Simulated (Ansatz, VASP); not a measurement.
**Two plane-wave programs on InSb3**

```
CELL_PARAMETERS angstrom
4.32818 0.00000 0.00000
0.00000 4.32818 0.00000
0.00000 0.00000 5.19208
ATOMIC_POSITIONS crystal
In 0.00000 0.00000 0.00000
Sb 0.50000 0.00000 0.50000
Sb 0.00000 0.50000 0.50000
Sb 0.50000 0.50000 0.00000
```

Alike in both runs: task single point; functional PBEsol; k mesh 10 × 10 × 10; occupations gaussian, width 0.15 eV; no spin polarisation.

|  | VASP | Ansatz |
| --- | --- | --- |
| version | VASP 6.6.1 | Ansatz 0.2.0 |
| potentials or method | VASP PAW PBE potentials, release 64 (In_d, Sb), cutoff 520 eV | scalar-relativistic, plane waves, PAW |
| valence electrons in the cell | 28 | 58 |

```tsv
	VASP	Ansatz	Ansatz less VASP
gap on the k mesh at the Fermi level (eV)	none	none	-
pressure (GPa)	6.4	6.4	-0.07
traceless stress, the component that is largest in VASP (GPa)	-1.31	-1.25	+0.053
```

VASP's potentials were made for PBE, not for PBEsol, and Ansatz warns of the same on its side. A gap of «none» marks a metal or a gap that the smearing closes. VASP's potentials hold 28 valence electrons a cell and Ansatz's 58, so a difference there can come from the potentials and not from the codes.

Spin-orbit coupling is off throughout.
